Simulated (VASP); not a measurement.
# La3Pb (Pm-3m) in VASP: single point with LDA

Aim: the single point of La3Pb with LDA.

Program: VASP 6.6.1. These are calculated values, not measurements. Logs are shortened: lines on timing, memory, paths and dates and some standing lists are left out, and cuts for length are marked.

### 1 The cell of the first run

The structure is cubic, space group Pm-3m (No. 221). Conventional cell: a = 5.073 Å, b = 5.073 Å, c = 5.073 Å, α = 90.00°, β = 90.00°, γ = 90.00°. Within 4.7 Å of La (site symmetry 4/mmm) lie 8 La at 3.59 Å and 4 Pb at 3.59 Å. Within 4.7 Å of Pb (site symmetry m-3m) lie 12 La at 3.59 Å.

### 2 Single point, LDA

INCAR reads:

```
SYSTEM = La3Pb
ALGO     = Normal         ! electronic algorithm
EDIFF    = 1E-6           ! SCF threshold, eV
ENCUT    = 500            ! plane-wave cutoff, eV
GGA      = CA             ! functional
GGA_COMPAT= .FALSE.      
ISIF     = 2              ! what is computed and relaxed
ISMEAR   = -1             ! smearing method
LASPH    = .TRUE.         ! aspherical terms in the spheres
LCHARG   = .TRUE.         ! write CHGCAR
LELF     = .TRUE.         ! ELF
LMAXMIX  = 6              ! l up to which the mixer works
LREAL    = .FALSE.        ! projectors in reciprocal space
LVHAR    = .TRUE.       
LWAVE    = .FALSE.        ! write WAVECAR
NBANDS   = 32             ! bands
NELM     = 200            ! most SCF steps
PREC     = Accurate       ! precision mode
SIGMA    = 0.1            ! smearing width, eV
```

KPOINTS reads:

```
k-points
0
G
  5 5 5
  0 0 0
```

POSCAR reads:

```
La3Pb
1.0
    5.0733230000      0.0000000000      0.0000000000
    0.0000000000      5.0733230000      0.0000000000
    0.0000000000      0.0000000000      5.0733230000
La Pb
3 1
Direct
    0.5000000000      0.5000000000      0.0000000000
    0.0000000000      0.5000000000      0.5000000000
    0.5000000000      0.0000000000      0.5000000000
    0.0000000000      0.0000000000      0.0000000000
```

Potentials or basis: VASP PAW LDA potentials, release 64 (La, Pb_d).

On the command line:

```bash
cat potpaw_LDA.64/La/POTCAR potpaw_LDA.64/Pb_d/POTCAR > POTCAR
mpirun -np 1 vasp_std > vasp.out
```

OUTCAR:

```text
SYSTEM = La3Pb
   EDIFF = 1E-6
   ENCUT = 500
   GGA = CA
   ISIF = 2
   ISMEAR = -1
   LASPH = .TRUE.
   LREAL = .FALSE.
   NELM = 200
   PREC = Accurate

 ion  position               nearest neighbor table
   1  0.500  0.500  0.000-   2 3.59   3 3.59   4 3.59   2 3.59   3 3.59   3 3.59   4 3.59   3 3.59
                             2 3.59   4 3.59   2 3.59   4 3.59
   2  0.000  0.500  0.500-   1 3.59   3 3.59   4 3.59   1 3.59   4 3.59   3 3.59   4 3.59   4 3.59
                             1 3.59   3 3.59   1 3.59   3 3.59
   3  0.500  0.000  0.500-   1 3.59   2 3.59   4 3.59   1 3.59   4 3.59   1 3.59   2 3.59   1 3.59
                             2 3.59   4 3.59   4 3.59   2 3.59
   4  0.000  0.000  0.000-   1 3.59   2 3.59   3 3.59   2 3.59   3 3.59   1 3.59   2 3.59   2 3.59
                             1 3.59   3 3.59   3 3.59   1 3.59

  LATTYP: Found a simple cubic cell.
 ALAT       =     5.0733230000

  Lattice vectors:

 A1 = (   5.0733230000,   0.0000000000,   0.0000000000)
 A2 = (   0.0000000000,   5.0733230000,   0.0000000000)
 A3 = (   0.0000000000,   0.0000000000,   5.0733230000)

Analysis of symmetry for initial positions (statically):
=====================================================================
 Subroutine PRICEL returns:
 Original cell was already a primitive cell.

 Routine SETGRP: Setting up the symmetry group for a
 simple cubic supercell.

 Subroutine GETGRP returns: Found 48 space group operations
 (whereof 48 operations were pure point group operations)
 out of a pool of 48 trial point group operations.

The static configuration has the point symmetry O_h .

Analysis of symmetry for dynamics (positions and initial velocities):
=====================================================================
 Subroutine PRICEL returns:
 Original cell was already a primitive cell.

 Routine SETGRP: Setting up the symmetry group for a
 simple cubic supercell.

 Subroutine GETGRP returns: Found 48 space group operations
 (whereof 48 operations were pure point group operations)
 out of a pool of 48 trial point group operations.

The dynamic configuration has the point symmetry O_h .

 Subroutine INISYM returns: Found 48 space group operations
 (whereof 48 operations are pure point group operations),
 and found     1 'primitive' translations

----------------------------------------------------------------------------------------

                                     Primitive cell

  volume of cell :     130.5803

  direct lattice vectors                    reciprocal lattice vectors
     5.073323000  0.000000000  0.000000000     0.197109468  0.000000000  0.000000000
     0.000000000  5.073323000  0.000000000     0.000000000  0.197109468  0.000000000
     0.000000000  0.000000000  5.073323000     0.000000000  0.000000000  0.197109468

  length of vectors
     5.073323000  5.073323000  5.073323000     0.197109468  0.197109468  0.197109468

  position of ions in fractional coordinates (direct lattice)
     0.500000000  0.500000000  0.000000000
     0.000000000  0.500000000  0.500000000
     0.500000000  0.000000000  0.500000000
     0.000000000  0.000000000  0.000000000

  ion indices of the primitive-cell ions
   primitive index   ion index
                 1           1
                 2           2
                 3           3
                 4           4

----------------------------------------------------------------------------------------

 KPOINTS: k-points

Automatic generation of k-mesh.
 Grid dimensions read from file:
 generate k-points for:    5    5    5

 Generating k-lattice:

  Cartesian coordinates                     Fractional coordinates (reciprocal lattice)
     0.039421894  0.000000000  0.000000000     0.200000000  0.000000000  0.000000000
     0.000000000  0.039421894  0.000000000     0.000000000  0.200000000  0.000000000
     0.000000000  0.000000000  0.039421894     0.000000000  0.000000000  0.200000000

  Length of vectors
     0.039421894  0.039421894  0.039421894

  Shift w.r.t. Gamma in fractional coordinates (k-lattice)
     0.000000000  0.000000000  0.000000000

 Subroutine IBZKPT returns following result:
 ===========================================

 Found     10 irreducible k-points:

 Following reciprocal coordinates:
            Coordinates               Weight
  0.000000  0.000000  0.000000      1.000000
  0.200000  0.000000  0.000000      6.000000
  0.400000  0.000000  0.000000      6.000000
  0.200000  0.200000  0.000000     12.000000
  0.400000  0.200000  0.000000     24.000000
  0.400000  0.400000  0.000000     12.000000
  0.200000  0.200000  0.200000      8.000000
  0.400000  0.200000  0.200000     24.000000
  0.400000  0.400000  0.200000     24.000000
  0.400000  0.400000  0.400000      8.000000
   k-points           NKPTS =     10   k-points in BZ     NKDIM =     10   number of bands    NBANDS=     32
   number of dos      NEDOS =    301   number of ions     NIONS =      4
   total plane-waves  NPLWV =  64000
   dimension x,y,z NGX =    40 NGY =   40 NGZ =   40
   dimension x,y,z NGXF=    80 NGYF=   80 NGZF=   80
   ions per type =               3   1
   NGX,Y,Z   is equivalent  to a cutoff of  13.11, 13.11, 13.11 a.u.
   NGXF,Y,Z  is equivalent  to a cutoff of  26.21, 26.21, 26.21 a.u.
 SYSTEM =  La3Pb
   PREC   = accura    normal or accurate (medium, high low for compatibility)
   ISTART =      0    job   : 0-new  1-cont  2-samecut
   ICHARG =      2    charge: 1-file 2-atom 10-const
   ISPIN  =      1    spin polarized calculation?
   LNONCOLLINEAR =      F non collinear calculations
   LSORBIT =      F    spin-orbit coupling
   LASPH  =      T    aspherical Exc in radial PAW
   ENCUT  =  500.0 eV  36.75 Ry    6.06 a.u.   9.25  9.25  9.25*2*pi/ulx,y,z
   NELM   =    200;   NELMIN=  2; NELMDL= -5     # of ELM steps
   EDIFF  = 0.1E-05   stopping-criterion for ELM
   LREAL  =      F    real-space projection
   EDIFFG = 0.1E-04   stopping-criterion for IOM
   NSW    =      0    number of steps for IOM
   IBRION =     -1    ionic relax: 0-MD 1-quasi-New 2-CG
   NFREE  =      0    steps in history (QN), initial steepest desc. (CG)
   ISIF   =      2    stress and relaxation
   ISYM   =      2    0-nonsym 1-usesym 2-fastsym
   POTIM  = 0.5000    time-step for ionic-motion
   TEBEG  =    0.0;   TEEND  =   0.0 temperature during run
   PSTRESS=    0.0 pullay stress
   NELECT =      47.0000    total number of electrons
   NUPDOWN=      -1.0000    fix difference up-down
   EMIN   =  10.00;   EMAX   =-10.00  energy-range for DOS
   EFERMI =   0.00;   METHOD = LEGACY
   ISMEAR =    -1;   SIGMA  =   0.10  broadening in eV -4-tet -1-fermi 0-gaus
   EFERMI_NEDOS =   21; number of points for ismear=-14 and -15
   IALGO  =     38    algorithm
   IMIX   =      4    mixing-type and parameters
     AMIX     =   0.40;   BMIX     =  1.00
     AMIX_MAG =   1.60;   BMIX_MAG =  1.00
  volume/ion in A,a.u.               =      32.65       220.30
  Fermi-wavevector in a.u.,A,eV,Ry     =   1.164524  2.200630 18.451066  1.356115
  Thomas-Fermi vector in A             =   2.301060
   LORBIT       =      0    0 simple, 1 ext, 2 COOP (PROOUT), +10 PAW based schemes
   GGA     = CA    functional components
   LHFCALC =     F    Hartree Fock is set to
   AEXX    =    0.0000 exact exchange contribution
   IVDW    =     0    specifies the selected vdW correction
   LEPSILON=     F    determine dielectric tensor
   LRPA    =     F    only Hartree local field effects (RPA)
 non-spin polarized calculation
  energy-cutoff  :      500.00
  volume of cell :      130.58
 maximum number of plane-waves:      3333
 NGX is ok and might be reduce to    40
   NGX = 19   NGY = 19   NGZ = 19

 number of electron      47.0000000 magnetization

 Free energy of the ion-electron system (eV)
  ---------------------------------------------------
  ext. energy  EPLUGINS =         0.00000000
  ---------------------------------------------------
  free energy    TOTEN  =       -22.71432520 eV

  energy without entropy =      -22.51771582  energy(sigma->0) =      -22.61602051

 E-fermi :   8.3084     XC(G=0): -10.2515

 val. band max:        8.2842952896   @ k =   0.4000   0.2000   0.2000
 cond. band min:       8.3132031354   @ k =   0.2000   0.2000   0.0000
 fundamental gap:      0.0289078459
 Fermi energy:         8.3084067921

 k-point     1 :       0.0000    0.0000    0.0000
  band No.  band energies     occupation
      1     -24.4551      2.00000
      2     -24.1322      2.00000
      3     -24.1322      2.00000
      4      -8.7492      2.00000
      5      -8.7492      2.00000
      6      -8.7492      2.00000
[... 24 lines left out ...]
     31      10.0155      0.00000
     32      10.0282      0.00000

 k-point     2 :       0.2000    0.0000    0.0000
  band No.  band energies     occupation
      1     -24.4285      2.00000
      2     -24.1598      2.00000
      3     -24.1317      2.00000
      4      -8.6994      2.00000
      5      -8.6994      2.00000
      6      -8.6556      2.00000
[... 24 lines left out ...]
     31       9.9933      0.00000
     32      10.0198      0.00000

 k-point     3 :       0.4000    0.0000    0.0000
  band No.  band energies     occupation
      1     -24.3664      2.00000
      2     -24.2238      2.00000
      3     -24.1309      2.00000
      4      -8.6086      2.00000
      5      -8.6086      2.00000
      6      -8.3960      2.00000
[... 24 lines left out ...]
     31       9.8343      0.00000
     32       9.8869      0.00000

 k-point     4 :       0.2000    0.2000    0.0000
  band No.  band energies     occupation
      1     -24.4039      2.00000
      2     -24.1697      2.00000
      3     -24.1466      2.00000
      4      -8.7566      2.00000
      5      -8.6437      2.00000
      6      -8.4726      2.00000
[... 164 lines left out ...]
     31       9.9300      0.00000
     32       9.9779      0.00000

 k-point     9 :       0.4000    0.4000    0.2000
  band No.  band energies     occupation
      1     -24.2832      2.00000
      2     -24.2287      2.00000
      3     -24.2055      2.00000
      4      -8.8958      2.00000
      5      -8.6649      2.00000
      6      -8.4603      2.00000
[... 24 lines left out ...]
     31       9.9026      0.00000
     32       9.9767      0.00000

 k-point    10 :       0.4000    0.4000    0.4000
  band No.  band energies     occupation
      1     -24.2590      2.00000
      2     -24.2277      2.00000
      3     -24.2277      2.00000
      4      -9.0925      2.00000
      5      -8.6479      2.00000
      6      -8.6249      2.00000
[... 24 lines left out ...]
     31       9.9305      0.00000
     32       9.9697      0.00000

------------------------ aborting loop because EDIFF is reached ----------------------------------------

  FORCE on cell =-STRESS in cart. coord.  units (eV):
  Direction    XX          YY          ZZ          XY          YZ          ZX
  --------------------------------------------------------------------------------------
  -------------------------------------------------------------------------------------
  Total       -2.9757244     -2.9757244     -2.9757244     -0.0000000     -0.0000000      0.0000000
  in kB      -36.5111694    -36.5111694    -36.5111694     -0.0000000     -0.0000000      0.0000000
  external PRESSURE =     -36.5111694 kB  Pullay stress =       0.0000000 kB

 VOLUME and BASIS-vectors are now :
 -----------------------------------------------------------------------------
  energy-cutoff  :      500.00
  volume of cell :      130.58
      direct lattice vectors                 reciprocal lattice vectors
     5.073323000  0.000000000  0.000000000     0.197109468  0.000000000  0.000000000
     0.000000000  5.073323000  0.000000000     0.000000000  0.197109468  0.000000000
     0.000000000  0.000000000  5.073323000     0.000000000  0.000000000  0.197109468

 POSITION                                       TOTAL-FORCE (eV/Angst)
 -----------------------------------------------------------------------------------
      2.53666      2.53666      0.00000         0.000000      0.000000      0.000000
      0.00000      2.53666      2.53666         0.000000      0.000000      0.000000
      2.53666      0.00000      2.53666         0.000000      0.000000      0.000000
      0.00000      0.00000      0.00000         0.000000      0.000000      0.000000
 -----------------------------------------------------------------------------------
    total drift:                                0.000000     -0.000000     -0.000000

  FREE ENERGIE OF THE ION-ELECTRON SYSTEM (eV)
  ---------------------------------------------------
  free  energy   TOTEN  =       -22.7143252036 eV

  energy  without entropy=      -22.5177158163  energy(sigma->0) =      -22.61602051
```

Run time: 66 s. Hardware: 1 thread of Intel Xeon Platinum 8259CL at 2.50GHz (Skylake/Cascade Lake), shared host; peak memory 0.21 GiB.

Results:

| Item | Value |
| --- | --- |
| Free energy | -22.7143 eV |
| Pressure | -3.7 GPa |
| Band gap on the k mesh | zero (an odd number of electrons rules out a gap without spin polarisation) |

Caveat: the cell stands under tension; spin-orbit coupling is left out, which moves the levels of the heavy elements.

The gap in the log of VASP goes by the Fermi energy; the results here count the filled bands.